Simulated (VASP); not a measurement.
# Ti in VASP: further runs

The runs below take Ti through single point, with PBE.

Everything below comes from runs of VASP 6.6.1. Logs are shortened: lines on timing, memory, paths and dates and some standing lists are left out, and cuts for length are marked.

## Step 1: The cell of the first run

The cell holds a slab with vacuum, 3 atoms: a = 2.908 Å, b = 2.908 Å, c = 18.748 Å, α = 90.00°, β = 90.00°, γ = 120.00°.

## Step 2: Single point, PBE

INCAR reads:

```
ALGO = Normal
DIPOL = 0.5 0.5 0.493
EDIFF = 1E-6
ENCUT = 520
GGA = PE
IDIPOL = 3
ISIF = 2
ISMEAR = 0
LASPH = T
LCHARG = F
LDIPOL = T
LREAL = F
LWAVE = F
NBANDS = 25
NELM = 100
PREC = Accurate
SIGMA = 0.1
```

KPOINTS reads:

```
k-points
0
Gamma
  12 12 1
```

POSCAR reads:

```
Ti
1.0
    2.9075446925      0.0000000000      0.0000000000
   -1.4537723463      2.5180075663      0.0000000000
    0.0000000000      0.0000000000     18.7480006006
Ti
3
Direct
    0.6666666667      0.3333333333      0.3733731478
    0.3333333333      0.6666666667      0.4932171700
    0.0000000000      0.0000000000      0.6130534180
```

Potentials or basis: VASP PAW PBE potentials, release 64 (Ti_sv).

Command:

```bash
$ cat potpaw_PBE.64/Ti_sv/POTCAR > POTCAR
$ mpirun -np 1 vasp_std > vasp.out
```

OUTCAR:

```text
EDIFF = 1E-6
   ENCUT = 520
   GGA = PE
   ISIF = 2
   ISMEAR = 0
   LASPH = T
   LREAL = F
   NELM = 100
   PREC = Accurate

 ion  position               nearest neighbor table
   1  0.667  0.333  0.373-   2 2.80   2 2.80   2 2.80
   2  0.333  0.667  0.493-   3 2.80   3 2.80   3 2.80   1 2.80   1 2.80   1 2.80
   3  0.000  0.000  0.613-   2 2.80   2 2.80   2 2.80

  LATTYP: Found a hexagonal cell.
 ALAT       =     2.9075446925
 C/A-ratio  =     6.4480524234

  Lattice vectors:

 A1 = (   2.9075446925,   0.0000000000,   0.0000000000)
 A2 = (  -1.4537723463,   2.5180075663,   0.0000000000)
 A3 = (   0.0000000000,   0.0000000000,  18.7480006006)

Analysis of symmetry for initial positions (statically):
=====================================================================
 Subroutine PRICEL returns:
 Original cell was already a primitive cell.

 Routine SETGRP: Setting up the symmetry group for a
 hexagonal supercell.

 Subroutine GETGRP returns: Found 12 space group operations
 (whereof  6 operations were pure point group operations)
 out of a pool of 24 trial point group operations.

The static configuration has the point symmetry C_3v.
 The point group associated with its full space group is D_3d.

Analysis of symmetry for dynamics (positions and initial velocities):
=====================================================================
 Subroutine PRICEL returns:
 Original cell was already a primitive cell.

 Routine SETGRP: Setting up the symmetry group for a
 hexagonal supercell.

 Subroutine GETGRP returns: Found 12 space group operations
 (whereof  6 operations were pure point group operations)
 out of a pool of 24 trial point group operations.

The dynamic configuration has the point symmetry C_3v.
 The point group associated with its full space group is D_3d.

 Subroutine INISYM returns: Found 12 space group operations
 (whereof  6 operations are pure point group operations),
 and found     1 'primitive' translations

----------------------------------------------------------------------------------------

                                     Primitive cell

  volume of cell :     137.2582

  direct lattice vectors                    reciprocal lattice vectors
     2.907544693  0.000000000  0.000000000     0.343932804  0.198569697  0.000000000
    -1.453772346  2.518007566  0.000000000     0.000000000  0.397139394  0.000000000
     0.000000000  0.000000000 18.748000601     0.000000000  0.000000000  0.053339021

  length of vectors
     2.907544693  2.907544692 18.748000601     0.397139394  0.397139394  0.053339021

  position of ions in fractional coordinates (direct lattice)
     0.666666667  0.333333333  0.373373148
     0.333333333  0.666666667  0.493217170
     0.000000000  0.000000000  0.613053418

  ion indices of the primitive-cell ions
   primitive index   ion index
                 1           1
                 2           2
                 3           3

----------------------------------------------------------------------------------------

 KPOINTS: k-points

Automatic generation of k-mesh.
 Grid dimensions read from file:
 generate k-points for:   12   12    1

 Generating k-lattice:

  Cartesian coordinates                     Fractional coordinates (reciprocal lattice)
     0.028661067  0.016547475  0.000000000     0.083333333 -0.000000000  0.000000000
     0.000000000  0.033094950  0.000000000     0.000000000  0.083333333  0.000000000
     0.000000000  0.000000000  0.053339021     0.000000000  0.000000000  1.000000000

  Length of vectors
     0.033094950  0.033094950  0.053339021

  Shift w.r.t. Gamma in fractional coordinates (k-lattice)
     0.000000000  0.000000000  0.000000000

 Subroutine IBZKPT returns following result:
 ===========================================

 Found     19 irreducible k-points:

 Following reciprocal coordinates:
            Coordinates               Weight
  0.000000  0.000000  0.000000      1.000000
  0.083333  0.000000  0.000000      6.000000
  0.166667  0.000000  0.000000      6.000000
  0.250000  0.000000  0.000000      6.000000
  0.333333  0.000000  0.000000      6.000000
  0.416667 -0.000000  0.000000      6.000000
[... 11 lines left out ...]
  0.333333  0.250000  0.000000     12.000000
  0.333333  0.333333  0.000000      2.000000
   k-points           NKPTS =     19   k-points in BZ     NKDIM =     19   number of bands    NBANDS=     25
   number of dos      NEDOS =    301   number of ions     NIONS =      3
   total plane-waves  NPLWV =  80640
   dimension x,y,z NGX =    24 NGY =   24 NGZ =  140
   dimension x,y,z NGXF=    48 NGYF=   48 NGZF=  280
   ions per type =               3
   NGX,Y,Z   is equivalent  to a cutoff of  13.72, 13.72, 12.41 a.u.
   NGXF,Y,Z  is equivalent  to a cutoff of  27.45, 27.45, 24.83 a.u.
 SYSTEM =  unknown system
   PREC   = accura    normal or accurate (medium, high low for compatibility)
   ISTART =      0    job   : 0-new  1-cont  2-samecut
   ICHARG =      2    charge: 1-file 2-atom 10-const
   ISPIN  =      1    spin polarized calculation?
   LNONCOLLINEAR =      F non collinear calculations
   LSORBIT =      F    spin-orbit coupling
   LASPH  =      T    aspherical Exc in radial PAW
   ENCUT  =  520.0 eV  38.22 Ry    6.18 a.u.   5.41  5.41 34.86*2*pi/ulx,y,z
   NELM   =    100;   NELMIN=  2; NELMDL= -5     # of ELM steps
   EDIFF  = 0.1E-05   stopping-criterion for ELM
   LREAL  =      F    real-space projection
[... 7 lines left out ...]
   TEBEG  =    0.0;   TEEND  =   0.0 temperature during run
   PSTRESS=    0.0 pullay stress
   NELECT =      36.0000    total number of electrons
   NUPDOWN=      -1.0000    fix difference up-down
   EMIN   =  10.00;   EMAX   =-10.00  energy-range for DOS
   EFERMI =   0.00;   METHOD = LEGACY
   ISMEAR =     0;   SIGMA  =   0.10  broadening in eV -4-tet -1-fermi 0-gaus
   EFERMI_NEDOS =   21; number of points for ismear=-14 and -15
   IALGO  =     38    algorithm
   IMIX   =      4    mixing-type and parameters
     AMIX     =   0.40;   BMIX     =  1.00
     AMIX_MAG =   1.60;   BMIX_MAG =  1.00
  volume/ion in A,a.u.               =      45.75       308.75
  Fermi-wavevector in a.u.,A,eV,Ry     =   1.047923  1.980288 14.941149  1.098143
  Thomas-Fermi vector in A             =   2.182824
   LORBIT       =      0    0 simple, 1 ext, 2 COOP (PROOUT), +10 PAW based schemes
   GGA     = PE    functional components
   LHFCALC =     F    Hartree Fock is set to
   AEXX    =    0.0000 exact exchange contribution
   IVDW    =     0    specifies the selected vdW correction
   LEPSILON=     F    determine dielectric tensor
   LRPA    =     F    only Hartree local field effects (RPA)
 non-spin polarized calculation
 Gauss-broadening in eV      SIGMA  =   0.10
  energy-cutoff  :      520.00
  volume of cell :      137.26
 maximum number of plane-waves:      3777
 NGX is ok and might be reduce to    24
   NGX = 11   NGY = 11   NGZ = 69

 dipolmoment           0.000000      0.000000      0.000066 electrons x Angstroem

 number of electron      35.9999993 magnetization

 dipolmoment           0.000000      0.000000     -0.000609 electrons x Angstroem

 Free energy of the ion-electron system (eV)
  ---------------------------------------------------
  ext. energy  EPLUGINS =         0.00000000
  ---------------------------------------------------
  free energy    TOTEN  =       -21.64451071 eV

  energy without entropy =      -21.61103766  energy(sigma->0) =      -21.62777418

 E-fermi :   0.4598     XC(G=0):  -5.3876

 val. band max:        0.4463077241   @ k =   0.2500   0.2500   0.0000
 cond. band min:       0.4792748432   @ k =   0.0833   0.0833   0.0000
 fundamental gap:      0.0329671191
 Fermi energy:         0.4597671969

 k-point     1 :       0.0000    0.0000    0.0000
  band No.  band energies     occupation
      1     -56.3899      2.00000
      2     -56.3707      2.00000
      3     -56.0433      2.00000
      4     -32.8419      2.00000
      5     -32.6556      2.00000
      6     -32.3441      2.00000
[... 17 lines left out ...]
     24       1.4140      0.00000
     25       1.4140      0.00000

 k-point     2 :       0.0833    0.0000    0.0000
  band No.  band energies     occupation
      1     -56.3840      2.00000
      2     -56.3651      2.00000
      3     -56.0386      2.00000
      4     -32.8301      2.00000
      5     -32.6544      2.00000
      6     -32.3815      2.00000
[... 17 lines left out ...]
     24       1.5198      0.00000
     25       1.5497      0.00000

 k-point     3 :       0.1667    0.0000    0.0000
  band No.  band energies     occupation
      1     -56.3677      2.00000
      2     -56.3500      2.00000
      3     -56.0258      2.00000
      4     -32.7982      2.00000
      5     -32.6534      2.00000
      6     -32.4820      2.00000
[... 17 lines left out ...]
     24       1.7396      0.00000
     25       1.9336      0.00000

 k-point     4 :       0.2500    0.0000    0.0000
  band No.  band energies     occupation
      1     -56.3455      2.00000
      2     -56.3291      2.00000
      3     -56.0084      2.00000
      4     -32.7628      2.00000
      5     -32.6627      2.00000
      6     -32.6009      2.00000
[... 17 lines left out ...]
     24       2.1796      0.00000
     25       2.5278      0.00000

 k-point     5 :       0.3333    0.0000    0.0000
  band No.  band energies     occupation
      1     -56.3233      2.00000
      2     -56.3078      2.00000
      3     -55.9909      2.00000
      4     -32.7900      2.00000
      5     -32.7199      2.00000
      6     -32.6999      2.00000
[... 17 lines left out ...]
     24       2.6687      0.00000
     25       2.9093      0.00000

 k-point     6 :       0.4167   -0.0000    0.0000
  band No.  band energies     occupation
      1     -56.3072      2.00000
      2     -56.2921      2.00000
      3     -55.9781      2.00000
      4     -32.8679      2.00000
      5     -32.8064      2.00000
      6     -32.7320      2.00000
[... 17 lines left out ...]
     24       3.0512      0.00000
     25       3.5676      0.00000
[... 253 lines left out ...]
 k-point    16 :       0.4167    0.1667    0.0000
  band No.  band energies     occupation
      1     -56.2963      2.00000
      2     -56.2813      2.00000
      3     -55.9693      2.00000
      4     -32.8540      2.00000
      5     -32.7979      2.00000
      6     -32.7142      2.00000
[... 17 lines left out ...]
     24       3.2830      0.00000
     25       3.3429      0.00000

 k-point    17 :       0.2500    0.2500    0.0000
  band No.  band energies     occupation
      1     -56.3014      2.00000
      2     -56.2863      2.00000
      3     -55.9733      2.00000
      4     -32.8013      2.00000
      5     -32.7468      2.00000
      6     -32.6830      2.00000
[... 17 lines left out ...]
     24       2.7094      0.00000
     25       2.9559      0.00000

 k-point    18 :       0.3333    0.2500    0.0000
  band No.  band energies     occupation
      1     -56.2934      2.00000
      2     -56.2784      2.00000
      3     -55.9669      2.00000
      4     -32.8035      2.00000
      5     -32.7531      2.00000
      6     -32.6882      2.00000
[... 17 lines left out ...]
     24       2.9471      0.00000
     25       3.1600      0.00000

 k-point    19 :       0.3333    0.3333    0.0000
  band No.  band energies     occupation
      1     -56.2905      2.00000
      2     -56.2754      2.00000
      3     -55.9646      2.00000
      4     -32.7585      2.00000
      5     -32.7163      2.00000
      6     -32.7054      2.00000
[... 17 lines left out ...]
     24       2.7137      0.00000
     25       3.2512      0.00000

------------------------ aborting loop because EDIFF is reached ----------------------------------------

 vacuum level on the upper side and lower side of the slab       (xc-potential included)        -0.222        -0.207

  FORCE on cell =-STRESS in cart. coord.  units (eV):
  Direction    XX          YY          ZZ          XY          YZ          ZX
  --------------------------------------------------------------------------------------
  -------------------------------------------------------------------------------------
  Total       -0.6714465     -0.6714465     -0.0807002      0.0000000     -0.0000000      0.0000000
  in kB       -7.8376094     -7.8376094     -0.9419914      0.0000000     -0.0000000      0.0000000
  external PRESSURE =      -5.5390701 kB  Pullay stress =       0.0000000 kB

 VOLUME and BASIS-vectors are now :
 -----------------------------------------------------------------------------
  energy-cutoff  :      520.00
  volume of cell :      137.26
      direct lattice vectors                 reciprocal lattice vectors
     2.907544693  0.000000000  0.000000000     0.343932804  0.198569697  0.000000000
    -1.453772346  2.518007566  0.000000000     0.000000000  0.397139394  0.000000000
     0.000000000  0.000000000 18.748000601     0.000000000  0.000000000  0.053339021

 POSITION                                       TOTAL-FORCE (eV/Angst)
 -----------------------------------------------------------------------------------
      1.45377      0.83934      7.00000         0.000000      0.000000      0.013782
     -0.00000      1.67867      9.24684         0.000000      0.000000     -0.000000
      0.00000      0.00000     11.49353        -0.000000      0.000000     -0.013782
 -----------------------------------------------------------------------------------
    total drift:                               -0.000000     -0.000000     -0.218997

  FREE ENERGIE OF THE ION-ELECTRON SYSTEM (eV)
  ---------------------------------------------------
  free  energy   TOTEN  =       -21.6445107096 eV

  energy  without entropy=      -21.6110376555  energy(sigma->0) =      -21.62777418

 vacuum level on the upper side and lower side of the slab         4.860         4.876
```

It took 90 s on 1 thread of Intel Xeon Platinum 8259CL at 2.50GHz (Skylake/Cascade Lake), shared host; peak memory 0.27 GiB.

What came out:

```
Free energy            : -21.6445 eV
Largest force          : 0.014 eV/Å
Band gap on the k mesh : zero (band 18 reaches 1.16 eV, above the bottom of band 19 at 0.22 eV)
```

Forces on the atoms (eV/Å):
```
Ti   0.000  0.000  0.014
Ti   0.000  0.000  0.000
Ti   0.000  0.000 -0.014
```

Levels at points of the mesh, in eV from the Fermi level:
| k point | band 15 | band 16 | band 17 | band 18 | band 19 | band 20 | band 21 | band 22 |
| --- | --- | --- | --- | --- | --- | --- | --- | --- |
| (0.00, 0.00, 0.00) | -2.96 | -0.07 | -0.05 | 0.70 | 0.70 | 0.84 | 0.90 | 0.92 |
| (0.50, 0.00, 0.00) | -1.83 | -1.55 | -0.87 | 0.41 | 0.52 | 0.87 | 1.14 | 1.66 |

[end of part 1 of 2]
